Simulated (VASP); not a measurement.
Input of a VASP 6.6.1 run:

File INCAR:

```
PREC = Accurate
ENCUT = 600
EDIFF = 1E-7
ISMEAR = -1
SIGMA = 0.1
LREAL = False
LASPH = True
NELM = 120
ALGO = Normal
ISIF = 3
LWAVE = False
LCHARG = False
GGA = PS
IBRION = 2
NSW = 80
EDIFFG = -0.03
GGA_COMPAT = False
NELMIN = 4
```

KPOINTS

```
regular mesh
0
Gamma
  6 6 6
```

File POSCAR:

```
LuH
1.0
    0.0000000000      2.4150000000      2.4150000000
    2.4150000000      0.0000000000      2.4150000000
    2.4150000000      2.4150000000      0.0000000000
Lu H
1 1
Direct
    0.0000000000      0.0000000000      0.0000000000
    0.5000000000      0.5000000000      0.5000000000
```

Potentials or basis: VASP PAW PBE potentials, release 64 (Lu, H).

The run is started by

```sh
$ cat potpaw_PBE.64/Lu/POTCAR potpaw_PBE.64/H/POTCAR > POTCAR
$ mpirun -np 1 vasp_std > vasp.out
```

(1) Estimate the band gap on the k mesh.

(2) Estimate the space group after relaxing (to 0.1 Å).

(3) What does it give for the relaxed cell?

(4) Predict the relaxed volume.

Results:

(1) zero (bands 13 and 14 overlap by 2.43 eV).

(2) Fm-3m (No. 225).

(3) a = 3.333 Å, b = 3.333 Å, c = 3.333 Å, α = 60.00°, β = 60.00°, γ = 60.00°.

(4) 13.09 Å³/atom.

Caveat: the k points lie up to 0.38 Å⁻¹ apart in the final cell, too coarse for converged energies and pressures of a metal; the PAW data sets were made with another functional, which shifts forces and pressure a little; spin-orbit coupling is left out, which moves the levels of the heavy elements.
